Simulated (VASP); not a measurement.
Input of a VASP 6.6.1 run:

Contents of INCAR:

```
PREC = Accurate ; ENCUT = 500
EDIFF = 1E-6 ; ISMEAR = 0
SIGMA = 0.05 ; LREAL = F
LASPH = T ; NELM = 120
ALGO = Normal ; ISIF = 2
LWAVE = F ; LCHARG = T
GGA = PE ; LELF = T
LVHAR = T ; NBANDS = 12
GGA_COMPAT = F
```

The input KPOINTS:

```
Automatic mesh
0
Gamma
  8 8 8
```

File POSCAR:

```
Ti
1.0
   -1.6268651414      1.6268651414      1.6268651414
    1.6268651414     -1.6268651414      1.6268651414
    1.6268651414      1.6268651414     -1.6268651414
Ti
1
Direct
    0.0000000000      0.0000000000      0.0000000000
```

Potentials or basis: VASP PAW PBE potentials, release 64 (Ti_sv).

Launch:

```bash
$ cat potpaw_PBE.64/Ti_sv/POTCAR > POTCAR
$ mpirun -np 1 vasp_std > vasp.out
```

Question: What does it give for the pressure?

Answer: -0.3 GPa.

Question: Predict the band gap on the k mesh.

Answer: Zero (band 6 reaches 9.17 eV, above the bottom of band 7 at 7.56 eV).
